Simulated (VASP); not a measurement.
SiC: single point with r2SCAN

SiC:

```xyz
2
Lattice="0.0000 2.2871 2.1781 2.2871 0.0000 2.1781 2.2871 2.2871 0.0000" Properties=species:S:1:pos:R:3 pbc="T T T"
Si    0.0000    0.0000    0.0000
C     3.4306    3.4306    3.2672
```

This cell differs from its parent crystal: strain +0.050 along x and y, +0.000 along z.

* Program: VASP 6.6.1
* Task: single point
* Functional: r2SCAN
* Potentials or basis: VASP PAW PBE potentials, release 64 (Si, C)
* Cutoff: 520 eV
* k mesh: 10 × 10 × 10
* Occupations: gaussian, width 0.05 eV
* Spin: no spin polarisation
* Dipole correction: no
* Further INCAR settings: ALGO = Normal; EDIFF = 1e-06; NBANDS = 11

The pressure is -18.5 GPa and the band gap on the k mesh is 1.30 eV, indirect (least direct gap 4.87 eV).

Stress tensor (GPa, compression positive):
```
-22.54   0.00   0.00
  0.00 -22.54   0.00
  0.00   0.00 -10.46
```

Levels at points of the mesh, in eV from the valence-band top:
```csv
k point,band 1,band 2,band 3,band 4,band 5,band 6,band 7,band 8,band 9
"(0.00, 0.00, 0.00)",-15.64,-0.31,-0.31,0.00,5.40,6.85,7.01,7.01,13.71
"(0.50, 0.00, 0.00)",-12.36,-8.52,-1.57,-1.02,4.72,6.80,7.61,10.18,15.77
"(0.50, 0.50, 0.00)",-10.77,-7.58,-3.68,-3.68,1.30,3.68,13.62,13.62,14.92
"(0.50, 0.00, 0.50)",-11.11,-8.16,-3.21,-3.14,1.73,4.53,13.08,14.14,14.42
```

Wall time 51 s on 1 thread of Intel(R) Xeon(R) Platinum 8488C (Sapphire Rapids), on a shared host, peak memory 0.15 GiB.

Caveat: the cell differs from its parent crystal (strain +0.050 along x and y, +0.000 along z); the PAW data sets were made with another functional, which shifts forces and pressure a little. A k mesh can miss the band edges.
